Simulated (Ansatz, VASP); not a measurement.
**C, level by level in two programs**

```
C
1.0
     2.57157    0.00000    0.00000
    -1.28578    2.22704    0.00000
     0.00000    0.00000    8.39865
C
8
Direct
  0.66667 0.33333 0.84375
  0.33333 0.66667 0.34375
  0.66667 0.33333 0.65625
  0.33333 0.66667 0.15625
  0.00000 0.00000 0.90625
  0.00000 0.00000 0.40625
  0.00000 0.00000 0.59375
  0.00000 0.00000 0.09375
```

Single points on this cell with VASP 6.6.1 and Ansatz 0.2.0. Each row is one pair of runs. Alike in all rows: spin: off; k mesh: 12 × 12 × 4; smearing: fermi-dirac, width 0.05 eV; VASP's potentials, cutoff: VASP PAW PBE potentials, release 64 (C), 520 eV.

| level | Ansatz's potentials, cutoff | gap on the k mesh at the Fermi level (eV), VASP | gap on the k mesh at the Fermi level (eV), Ansatz | least direct gap on the mesh (eV), VASP | least direct gap on the mesh (eV), Ansatz | pressure (GPa), VASP | pressure (GPa), Ansatz |
| --- | --- | --- | --- | --- | --- | --- | --- |
| BLYP+D4 | Ansatz PAW, 420 eV | 4.59 | 4.59 | 5.21 | 5.21 | -21.0 | -21.6 |
| RPBE | Ansatz PAW, 420 eV | 4.28 | 4.29 | 5.06 | 5.07 | -14.8 | -15.2 |
| PBE exchange alone | Ansatz PAW, 420 eV | 4.61 | 4.62 | 5.19 | 5.19 | 7.8 | 7.4 |
| r2SCAN+rVV10 | Ansatz PAW, 500 eV | 4.43 | 4.46 | 5.27 | 5.31 | -25.3 | -26.0 |

Gap on the k mesh at the fermi level (eV): the two programs differ by at most 0.023; least direct gap on the mesh (eV): the two programs differ by at most 0.041; pressure (GPa): the two programs differ by at most 0.73.

Noted on Ansatz's runs: Pulay correction over one GPa.
